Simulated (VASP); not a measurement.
Here is a VASP 6.6.1 calculation.

File INCAR:

```
ALGO     = Normal         # electronic algorithm
EDIFF    = 1E-6           # SCF threshold, eV
ENCUT    = 520            # plane-wave cutoff, eV
GGA      = PS             # functional
ISIF     = 2              # what is computed and relaxed
ISMEAR   = -1             # smearing method
LASPH    = True           # aspherical terms in the spheres
LCHARG   = False          # write CHGCAR
LREAL    = False          # projectors in reciprocal space
LWAVE    = False          # write WAVECAR
NBANDS   = 17             # bands
NELM     = 60             # most SCF steps
PREC     = Accurate       # precision mode
SIGMA    = 0.05           # smearing width, eV
```

KPOINTS

```
k-points
0
Gamma
  7 7 7
```

POSCAR

```
PbSe
1.0
    3.7843220000      0.0000000000      0.0000000000
    0.0000000000      3.7843220000      0.0000000000
    0.0000000000      0.0000000000      3.7843220000
Pb Se
1 1
Direct
    0.0000000000      0.0000000000      0.0000000000
    0.5000000000      0.5000000000      0.5000000000
```

Potentials or basis: VASP PAW PBE potentials, release 64 (Pb_d, Se).

Launch:

```bash
$ cat potpaw_PBE.64/Pb_d/POTCAR potpaw_PBE.64/Se/POTCAR > POTCAR
$ mpirun -np 1 vasp_std > vasp.out
```

(1) Estimate the band gap on the k mesh.

(2) Estimate the pressure.

## Answers

(1) zero (band 10 reaches 5.15 eV, above the bottom of band 11 at 4.98 eV).

(2) -3.3 GPa.

Caveat: the PAW data sets were made with another functional, which shifts forces and pressure a little; spin-orbit coupling is left out, which moves the levels of the heavy elements.
